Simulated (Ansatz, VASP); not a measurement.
**One calculation of WSe2, two programs**

```
W Se
1.0
     3.43477    0.00000    0.00000
    -1.71738    2.97460    0.00000
     0.00000    0.00000    6.38455
W Se
1 2
Cartesian
  0.0000 0.0000 0.0000
  0.0000 1.9831 1.3839
  0.0000 1.9831 5.0006
```

Alike in both runs: task single point; functional PBE; dispersion D3(BJ); k mesh 9 × 9 × 4; occupations gaussian, width 0.05 eV; no spin polarisation.

|  | VASP | Ansatz |
| --- | --- | --- |
| version | VASP 6.6.1 | Ansatz 0.2.0 |
| potentials or method | VASP PAW PBE potentials, release 64 (W_sv, Se), cutoff 520 eV | scalar-relativistic, plane waves, PAW |
| valence electrons in the cell | 26 | 46 |

VASP gave:

| Quantity | Value |
| --- | --- |
| gap on the k mesh at the Fermi level (eV) | none |
| pressure (GPa) | 18.5 |
| traceless stress, the component that is largest in VASP (GPa) | 19.70 |
| rms of the force components (eV/Å) | 2.637 |

Problem. What did Ansatz give for the same quantities?

Solution. gap on the k mesh at the Fermi level (eV): none; pressure (GPa): 18.0; traceless stress, the component that is largest in VASP (GPa): 19.75; rms of the force components (eV/Å): 2.603.

Atom by atom the forces differ by 0.034 eV/Å (rms over components). A gap of «none» marks a metal or a gap that the smearing closes. VASP's potentials hold 26 valence electrons a cell and Ansatz's 46, so a difference there can come from the potentials and not from the codes.

Spin-orbit coupling is off throughout.
